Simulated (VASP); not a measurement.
A run of VASP 6.6.1:

File INCAR:

```
SYSTEM = Al2O3
PREC     = Accurate       ! precision mode
ENCUT    = 600            ! plane-wave cutoff, eV
EDIFF    = 1E-6           ! SCF threshold, eV
ISMEAR   = 0              ! smearing method
SIGMA    = 0.02           ! smearing width, eV
LREAL    = Auto         
LASPH    = .TRUE.         ! aspherical terms in the spheres
NELM     = 120            ! most SCF steps
ALGO     = Normal         ! electronic algorithm
ISIF     = 2              ! what is computed and relaxed
LWAVE    = .FALSE.        ! write WAVECAR
LCHARG   = .FALSE.        ! write CHGCAR
GGA      = PE             ! functional
NBANDS   = 122            ! bands
GGA_COMPAT= .FALSE.
```

KPOINTS

```
Automatic mesh
0
Gamma
  2 2 2
  0.5 0.5 0.5
```

File POSCAR:

```
Al2O3
1.0
    4.8085977694      2.7762452166     -4.3749119519
    0.0000000000     -5.5524904332     -4.3749119519
   -4.8085977694      2.7762452166     -4.3749119519
Al O
16 24
Direct
    0.8521251041      0.3521251041      0.3521251041
    0.3521251041      0.3521251041      0.8521251041
    0.3521251041      0.8521251041      0.3521251041
    0.8521251041      0.8521251041      0.8521251041
    0.6478748959      0.1478748959      0.1478748959
    0.1478748959      0.1478748959      0.6478748959
    0.1478748959      0.6478748959      0.1478748959
    0.6478748959      0.6478748959      0.6478748959
    0.3521251041      0.8521251041      0.8521251041
    0.8521251041      0.8521251041      0.3521251041
    0.8521251041      0.3521251041      0.8521251041
    0.3521251041      0.3521251041      0.3521251041
    0.1478748959      0.6478748959      0.6478748959
    0.6478748959      0.6478748959      0.1478748959
    0.6478748959      0.1478748959      0.6478748959
    0.1478748959      0.1478748959      0.1478748959
    0.5969185847      0.7500000000      0.9030814153
    0.0969185847      0.7500000000      0.4030814153
    0.0969185847      0.2500000000      0.9030814153
    0.5969185847      0.2500000000      0.4030814153
    0.5969185847      0.9030814153      0.2500000000
    0.0969185847      0.9030814153      0.7500000000
    0.0969185847      0.4030814153      0.2500000000
    0.5969185847      0.4030814153      0.7500000000
    0.4030814153      0.0969185847      0.7500000000
    0.9030814153      0.0969185847      0.2500000000
    0.9030814153      0.5969185847      0.7500000000
    0.4030814153      0.5969185847      0.2500000000
    0.2500000000      0.9030814153      0.0969185847
    0.7500000000      0.9030814153      0.5969185847
    0.7500000000      0.4030814153      0.0969185847
    0.2500000000      0.4030814153      0.5969185847
    0.7500000000      0.0969185847      0.9030814153
    0.2500000000      0.0969185847      0.4030814153
    0.2500000000      0.5969185847      0.9030814153
    0.7500000000      0.5969185847      0.4030814153
    0.4030814153      0.2500000000      0.0969185847
    0.9030814153      0.2500000000      0.5969185847
    0.9030814153      0.7500000000      0.0969185847
    0.4030814153      0.7500000000      0.5969185847
```

Potentials or basis: VASP PAW PBE potentials, release 64 (Al, O).

Launch:

```sh
$ cat potpaw_PBE.64/Al/POTCAR potpaw_PBE.64/O/POTCAR > POTCAR
$ mpirun -np 1 vasp_std > vasp.out
```

Hardware: 1 thread of Oxide Virtual Turin-like Processor (shared host).

Problem. How long does it take, and how much memory?

Solution. Wall time 4 min on 1 thread of Oxide Virtual Turin-like Processor (shared host), peak memory 0.39 GiB. Counts: scf iterations 13, k points 2.
